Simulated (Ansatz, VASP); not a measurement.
## Sn3As in VASP and in Ansatz

File INCAR:

```
SYSTEM = Sn3As
PREC = Accurate
ENCUT = 600
EDIFF = 1E-6
ISMEAR = 0
SIGMA = 0.1
LREAL = .False.
LASPH = .True.
NELM = 60
ALGO = Normal
ISIF = 3
LWAVE = .False.
LCHARG = .False.
GGA = PE
IBRION = 2
NSW = 90
EDIFFG = -0.04
```

Contents of KPOINTS:

```
Automatic mesh
0
Gamma
  4 4 4
  0 0 0
```

POSCAR

```
Sn3As
1.0
    0.0000000000      3.9484394600      3.9484394600
    3.9484394600      0.0000000000      3.9484394600
    3.9484394600      3.9484394600      0.0000000000
Sn As
3 1
Direct
    0.7500000000      0.7500000000      0.7500000000
    0.5000000000      0.5000000000      0.5000000000
    0.2500000000      0.2500000000      0.2500000000
    0.0000000000      0.0000000000      0.0000000000
```

Input for Ansatz:

```yaml
crystal:
  lattice:
    - [0.0, 3.94843946, 3.94843946]
    - [3.94843946, 0.0, 3.94843946]
    - [3.94843946, 3.94843946, 0.0]
  atoms:
    - { symbol: Sn, position: [0.75, 0.75, 0.75] }
    - { symbol: Sn, position: [0.5, 0.5, 0.5] }
    - { symbol: Sn, position: [0.25, 0.25, 0.25] }
    - { symbol: As, position: [0.0, 0.0, 0.0] }
basis:
  ecutwfc: 420
kpoints:
  mp_grid: { grid: [4, 4, 4] }
hamiltonian:
  xc: pbe
scf:
  occupations: { method: gaussian, width: 0.1 }
  lower_state_search: "off"
output:
  forces: true
  stress: true
  eigenvalues: true
relax:
  adjacent_minimum: "off"
  f_tol: 0.04
  max_steps: 70
  cell: { stress_tol: 0.4 }
```

Alike in both runs: task relaxation of cell and atoms; functional PBE; k mesh 4 × 4 × 4; occupations gaussian, width 0.1 eV; no spin polarisation.

```csv
,VASP,Ansatz
version,VASP 6.6.1,Ansatz 0.2.0
potentials or method,"VASP PAW PBE potentials, release 64 (Sn_d, As), cutoff 600 eV","scalar-relativistic, plane waves, PAW"
valence electrons in the cell,47,57
```

|  | VASP | Ansatz | Ansatz less VASP |
| --- | --- | --- | --- |
| gap on the k mesh at the Fermi level, each at its own relaxed structure (eV) | none | none | - |
| relaxed volume (Å³/atom) | 24.73 | 24.65 | -0.087 |
| relaxed cell length with the largest relative difference (Å) | 5.191 | 5.185 | -0.0061 |

A gap of «none» marks a metal or a gap that the smearing closes. VASP's potentials hold 47 valence electrons a cell and Ansatz's 57, so a difference there can come from the potentials and not from the codes.

Noted on VASP's run: the volume moved by over 15 % at a fixed basis, so the end points are rough; too few bands were computed for a metal, which touches its energy and stress.
